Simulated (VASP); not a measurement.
# SrO (I4/mmm) in VASP: notebook, part 2 of 2

VASP 6.6.1.

### Step 3. Single point, PBEsol (in-plane strain -0.02)

Input file INCAR:

```
SYSTEM = SrO
  PREC = Accurate
  ENCUT = 520
  EDIFF = 1E-6
  ISMEAR = 0
  SIGMA = 0.01
  LREAL = .FALSE.
  LASPH = .TRUE.
  NELM = 80
  ALGO = Normal
  ISIF = 2
  LWAVE = .FALSE.
  LCHARG = .FALSE.
  GGA = PS
  NBANDS = 15
```

Input file KPOINTS:

```
Automatic mesh
0
G
  8 8 8
  0 0 0
```

Input file POSCAR:

```
SrO
1.0
    2.5102150055      2.5102150055      0.0000000000
   -2.5102150055      2.5102150055      0.0000000000
    0.0000000000      2.5102150055      2.5921812098
Sr O
1 1
Direct
    0.5000000000      0.5000000000      0.0000000000
    0.0000000000      0.0000000000      0.0000000000
```

Potentials or basis: VASP PAW PBE potentials, release 64 (Sr_sv, O).

Launch:

```sh
$ cat potpaw_PBE.64/Sr_sv/POTCAR potpaw_PBE.64/O/POTCAR > POTCAR
$ mpirun -np 1 vasp_std > vasp.out
```

OUTCAR:

```text
SYSTEM = SrO
   PREC = Accurate
   ENCUT = 520
   EDIFF = 1E-6
   ISMEAR = 0
   LREAL = .FALSE.
   LASPH = .TRUE.
   NELM = 80
   ISIF = 2
   GGA = PS

 ion  position               nearest neighbor table
   1  0.500  0.500  0.000-   2 2.51   2 2.51   2 2.51   2 2.51   2 2.59   2 2.59
   2  0.000  0.000  0.000-   1 2.51   1 2.51   1 2.51   1 2.51   1 2.59   1 2.59

  LATTYP: Found a body centered tetragonal cell.
 ALAT       =     3.5499801053
 C/A-ratio  =     1.4603919644

  Lattice vectors:

 A1 = (   2.5102150055,   0.0000000000,  -2.5921812098)
 A2 = (  -2.5102150055,   0.0000000000,  -2.5921812098)
 A3 = (   0.0000000000,   2.5102150055,   2.5921812098)

Analysis of symmetry for initial positions (statically):
=====================================================================
 Subroutine PRICEL returns:
 Original cell was already a primitive cell.

 Routine SETGRP: Setting up the symmetry group for a
 body centered tetragonal supercell.

 Subroutine GETGRP returns: Found 16 space group operations
 (whereof 16 operations were pure point group operations)
 out of a pool of 16 trial point group operations.

The static configuration has the point symmetry D_4h.

Analysis of symmetry for dynamics (positions and initial velocities):
[... 171 lines left out ...]
      3     -12.0410      2.00000
      4     -12.0233      2.00000
      5     -12.0233      2.00000
      6       1.5974      2.00000
      7       1.7251      2.00000
      8       1.7251      2.00000
      9       5.7586      0.00000
     10       7.7543      0.00000
     11       8.0179      0.00000
     12       8.0179      0.00000
     13      10.0307      0.00000
     14      10.4376      0.00000
[... 401 lines left out ...]
      2     -14.5773      2.00000
      3     -12.2826      2.00000
      4     -12.0334      2.00000
      5     -11.0345      2.00000
      6      -0.0200      2.00000
      7       0.6597      2.00000
      8       1.0898      2.00000
      9       7.6278      0.00000
     10       8.3900      0.00000
     11       9.4273      0.00000
     12      10.1982      0.00000
     13      12.3322      0.00000
     14      12.9196      0.00000
     15      18.2960      0.00000

 [... further k-points ...]
[... 5 lines left out ...]
  --------------------------------------------------------------------------------------
  -------------------------------------------------------------------------------------
  Total        1.1214615      1.1214615      0.0793933      0.0000000      0.0000000     -0.0000000
  in kB       55.0019058     55.0019058      3.8938319      0.0000000      0.0000000     -0.0000000
  external PRESSURE =      37.9658812 kB  Pullay stress =       0.0000000 kB

 VOLUME and BASIS-vectors are now :
 -----------------------------------------------------------------------------
  energy-cutoff  :      520.00
  volume of cell :       32.67
      direct lattice vectors                 reciprocal lattice vectors
     2.510215006  2.510215006  0.000000000     0.199186125  0.199186125 -0.192887750
    -2.510215006  2.510215006  0.000000000    -0.199186125  0.199186125 -0.192887750
     0.000000000  2.510215006  2.592181210     0.000000000  0.000000000  0.385775499

 POSITION                                       TOTAL-FORCE (eV/Angst)
 -----------------------------------------------------------------------------------
      0.00000      2.51022      0.00000         0.000000     -0.000000      0.000000
      0.00000      0.00000      0.00000         0.000000      0.000000      0.000000
 -----------------------------------------------------------------------------------
    total drift:                               -0.000000      0.000000     -0.000000

  FREE ENERGIE OF THE ION-ELECTRON SYSTEM (eV)
  ---------------------------------------------------
  free  energy   TOTEN  =       -12.6151450099 eV

  energy  without entropy=      -12.6151450099  energy(sigma->0) =      -12.61514501
```

OSZICAR:

```text
N       E                     dE             d eps       ncg     rms          rms(c)
DAV:   1     0.604034298384E+02    0.60403E+02   -0.78004E+03  1770   0.101E+03
DAV:   2    -0.113262738312E+02   -0.71730E+02   -0.65350E+02  2450   0.212E+02
DAV:   3    -0.145407761424E+02   -0.32145E+01   -0.31986E+01  2593   0.391E+01
DAV:   4    -0.146112496203E+02   -0.70473E-01   -0.70469E-01  2192   0.433E+00
DAV:   5    -0.146118748356E+02   -0.62522E-03   -0.62520E-03  2336   0.353E-01    0.186E+01
DAV:   6    -0.127771841107E+02    0.18347E+01   -0.56142E+00  1833   0.187E+01    0.216E+01
DAV:   7    -0.126412850200E+02    0.13590E+00   -0.26674E-01  2183   0.462E+00    0.127E+01
DAV:   8    -0.126139394312E+02    0.27346E-01   -0.11821E-01  2351   0.332E+00    0.528E-01
DAV:   9    -0.126149570533E+02   -0.10176E-02   -0.55356E-03  2352   0.461E-01    0.229E-01
DAV:  10    -0.126150668086E+02   -0.10976E-03   -0.26393E-04  1966   0.161E-01    0.830E-02
DAV:  11    -0.126151365084E+02   -0.69700E-04   -0.79351E-05  2058   0.702E-02    0.245E-02
DAV:  12    -0.126151449479E+02   -0.84395E-05   -0.10738E-05  1919   0.278E-02    0.966E-03
DAV:  13    -0.126151450099E+02   -0.62077E-07   -0.76642E-07  1468   0.727E-03
   1 F= -.12615145E+02 E0= -.12615145E+02  d E =-.396283E-11
```

Wall time 16 s (1 thread of AMD EPYC 9R45 (Zen 5), shared host); peak memory 0.14 GiB.

Results:

```yaml
Free_energy: -12.6151 eV
Pressure: 3.8 GPa
Band_gap_on_the_k_mesh: 3.05 eV, indirect (least direct gap 3.09 eV)
```

Levels at points of the mesh, in eV from the valence-band top:
```csv
k point,band 5,band 6,band 7,band 8,band 9,band 10,band 11,band 12
"(0.00, 0.00, 0.00)",-13.75,-0.13,0.00,0.00,4.03,6.03,6.29,6.29
"(0.50, 0.00, 0.00)",-12.52,-2.35,-1.29,-1.28,6.61,8.55,9.01,9.06
"(0.50, 0.50, 0.00)",-14.17,-0.33,-0.20,-0.04,3.05,8.01,10.43,10.56
"(0.00, 0.00, 0.50)",-14.14,-0.54,-0.05,-0.05,3.16,8.03,10.44,10.44
```

Caveat: the cell differs from its parent crystal (in-plane strain -0.02); the PAW data sets were made with another functional, which shifts forces and pressure a little.

### Step 4. Single point, PBEsol (in-plane strain -0.01, then relaxed in part)

Input file INCAR:

```
  PREC = Accurate
  ENCUT = 520
  EDIFF = 1E-6
  ISMEAR = 0
  SIGMA = 0.01
  LREAL = False
  LASPH = True
  NELM = 60
  ALGO = Normal
  ISIF = 2
  LWAVE = False
  LCHARG = True
  GGA = PS
  LELF = True
  LVHAR = True
  NBANDS = 15
```

Input file KPOINTS:

```
regular mesh
0
Gamma
  8 8 8
```

Input file POSCAR:

```
SrO
1.0
    2.5358294443      2.5358294443      0.0000000000
   -2.5358294443      2.5358294443      0.0000000000
    0.0000000000      2.5358294443      2.5745646729
Sr O
1 1
Direct
    0.5000000000      0.5000000000      0.0000000000
    0.0000000000      0.0000000000      0.0000000000
```

Launch:

```sh
$ cat potpaw_PBE.64/Sr_sv/POTCAR potpaw_PBE.64/O/POTCAR > POTCAR
$ mpirun -np 1 vasp_std > vasp.out
```

Run time: 16 s. Hardware: 1 thread of AMD EPYC 9R45 (Zen 5), shared host; peak memory 0.14 GiB.

The run converged. Its results:

- Free energy: -12.6322 eV
- Pressure: 2.2 GPa
- Band gap on the k mesh: 3.10 eV, indirect (least direct gap 3.16 eV)

Stress tensor (GPa, compression positive):
```
2.93 0.00 0.00
0.00 2.93 0.00
0.00 0.00 0.64
```

Levels at points of the mesh, in eV from the valence-band top:
| k point | band 4 | band 5 | band 6 | band 7 | band 8 | band 9 | band 10 | band 11 | band 12 | band 13 |
| --- | --- | --- | --- | --- | --- | --- | --- | --- | --- | --- |
| (0.00, 0.00, 0.00) | -13.79 | -13.79 | -0.06 | 0.00 | 0.00 | 3.98 | 6.12 | 6.24 | 6.24 | 8.36 |
| (0.50, 0.00, 0.00) | -13.86 | -12.59 | -2.30 | -1.23 | -1.23 | 6.58 | 8.47 | 8.96 | 8.99 | 12.11 |
| (0.50, 0.50, 0.00) | -14.23 | -14.20 | -0.37 | -0.14 | -0.06 | 3.10 | 7.94 | 10.35 | 10.45 | 11.25 |
| (0.00, 0.00, 0.50) | -14.18 | -14.18 | -0.47 | -0.07 | -0.07 | 3.15 | 7.94 | 10.36 | 10.39 | 11.35 |

Caveat: the cell differs from its parent crystal (in-plane strain -0.01, then relaxed in part); the PAW data sets were made with another functional, which shifts forces and pressure a little. A k mesh can miss the band edges.

### Step 5. Single point, PBEsol (in-plane strain -0.01)

Input file INCAR:

```
SYSTEM = SrO
ALGO = Normal
EDIFF = 1E-6
ENCUT = 520
GGA = PS
ISIF = 2
ISMEAR = 0
LASPH = .TRUE.
LCHARG = .FALSE.
LREAL = .FALSE.
LWAVE = .FALSE.
NBANDS = 15
NELM = 80
PREC = Accurate
SIGMA = 0.01
```

Input file KPOINTS:

```
k-points
0
G
  8 8 8
  0 0 0
```

Changes to POSCAR since step 4:

```diff
@@ -4,3 +4,3 @@
    -2.5358294443      2.5358294443      0.0000000000
-    0.0000000000      2.5358294443      2.5745646729
+    0.0000000000      2.5358294443      2.5768125465
 Sr O
```

Launch:

```sh
$ cat potpaw_PBE.64/Sr_sv/POTCAR potpaw_PBE.64/O/POTCAR > POTCAR
$ mpirun -np 1 vasp_std > vasp.out
```

Run time: 15 s. Hardware: 1 thread of AMD EPYC 9R45 (Zen 5), shared host; peak memory 0.14 GiB.

Results (log left out):

* Free energy: -12.6323 eV
* Pressure: 2.1 GPa
* Band gap on the k mesh: 3.10 eV, indirect (least direct gap 3.16 eV)

Stress tensor (GPa, compression positive):
```
2.89 0.00 0.00
0.00 2.89 0.00
0.00 0.00 0.47
```

Levels at points of the mesh, in eV from the valence-band top:
| k point | band 4 | band 5 | band 6 | band 7 | band 8 | band 9 | band 10 | band 11 | band 12 | band 13 |
| --- | --- | --- | --- | --- | --- | --- | --- | --- | --- | --- |
| (0.00, 0.00, 0.00) | -13.79 | -13.79 | -0.06 | 0.00 | 0.00 | 3.97 | 6.11 | 6.24 | 6.24 | 8.35 |
| (0.50, 0.00, 0.00) | -13.87 | -12.59 | -2.30 | -1.23 | -1.23 | 6.58 | 8.47 | 8.96 | 8.99 | 12.10 |
| (0.50, 0.50, 0.00) | -14.23 | -14.20 | -0.38 | -0.14 | -0.06 | 3.10 | 7.93 | 10.34 | 10.44 | 11.24 |
| (0.00, 0.00, 0.50) | -14.18 | -14.18 | -0.48 | -0.07 | -0.07 | 3.15 | 7.93 | 10.35 | 10.38 | 11.34 |

Caveat: the cell differs from its parent crystal (in-plane strain -0.01); the PAW data sets were made with another functional, which shifts forces and pressure a little. A k mesh can miss the band edges.

### Step 6. Single point, PBEsol (in-plane strain -0.005, then relaxed in part)

Input file INCAR:

```
  PREC = Accurate
  ENCUT = 520
  EDIFF = 1E-6
  ISMEAR = 0
  SIGMA = 0.01
  LREAL = F
  LASPH = T
  NELM = 60
  ALGO = Normal
  ISIF = 2
  LWAVE = F
  LCHARG = T
  GGA = PS
  LELF = T
  LVHAR = T
  NBANDS = 15
```

Input file KPOINTS:

```
regular mesh
0
Gamma
  8 8 8
```

Input file POSCAR:

```
SrO
1.0
    2.5486366637      2.5486366637      0.0000000000
   -2.5486366637      2.5486366637      0.0000000000
    0.0000000000      2.5486366637      2.5676630854
Sr O
1 1
Direct
    0.5000000000      0.5000000000      0.0000000000
    0.0000000000      0.0000000000      0.0000000000
```

Potentials or basis: VASP PAW PBE potentials, release 64 (Sr_sv, O).

Launch:

```sh
$ cat potpaw_PBE.64/Sr_sv/POTCAR potpaw_PBE.64/O/POTCAR > POTCAR
$ mpirun -np 1 vasp_std > vasp.out
```

Run time: 16 s. Hardware: 1 thread of AMD EPYC 9R45 (Zen 5), shared host; peak memory 0.14 GiB.

Results (log left out):

```yaml
Free_energy: -12.6369 eV
Pressure: 1.4 GPa
Band_gap_on_the_k_mesh: 3.12 eV, indirect (least direct gap 3.19 eV)
```

Stress tensor (GPa, compression positive):
```
1.74 0.00 0.00
0.00 1.74 0.00
0.00 0.00 0.64
```

Levels at points of the mesh, in eV from the valence-band top:
| k point | band 6 | band 7 | band 8 | band 9 | band 10 | band 11 |
| --- | --- | --- | --- | --- | --- | --- |
| (0.00, 0.00, 0.00) | -0.03 | 0.00 | 0.00 | 3.94 | 6.15 | 6.21 |
| (0.50, 0.00, 0.00) | -2.27 | -1.20 | -1.20 | 6.56 | 8.43 | 8.94 |
| (0.50, 0.50, 0.00) | -0.40 | -0.11 | -0.07 | 3.12 | 7.90 | 10.31 |
| (0.00, 0.00, 0.50) | -0.44 | -0.07 | -0.07 | 3.15 | 7.90 | 10.31 |

Caveat: the cell differs from its parent crystal (in-plane strain -0.005, then relaxed in part); the PAW data sets were made with another functional, which shifts forces and pressure a little. A k mesh can miss the band edges.

### Step 7. The runs side by side

```tsv
cell	gap on the mesh (eV)	pressure (GPa)
a = 3.550, b = 3.550, c = 3.607 Å, angles 60.5, 60.5, 90.0°, 2 atoms	3.05	3.9
a = 3.550, b = 3.550, c = 3.608 Å, angles 60.5, 60.5, 90.0°, 2 atoms	3.05	3.8
a = 3.586, b = 3.586, c = 3.614 Å, angles 60.3, 60.3, 90.0°, 2 atoms	3.10	2.2
a = 3.586, b = 3.586, c = 3.615 Å, angles 60.3, 60.3, 90.0°, 2 atoms	3.10	2.1
a = 3.604, b = 3.604, c = 3.618 Å, angles 60.1, 60.1, 90.0°, 2 atoms	3.12	1.4
```

Alike in all rows: task single point; level PBEsol; potentials or basis VASP PAW PBE potentials, release 64 (Sr_sv, O); no spin polarisation; k mesh 8 × 8 × 8; cutoff (eV) 520; smearing gaussian 0.01 eV.

Caveats: the PAW data sets were made with another functional, which shifts forces and pressure a little.

Total energies depend on the potentials used, so only differences within one code and one set of settings carry meaning.
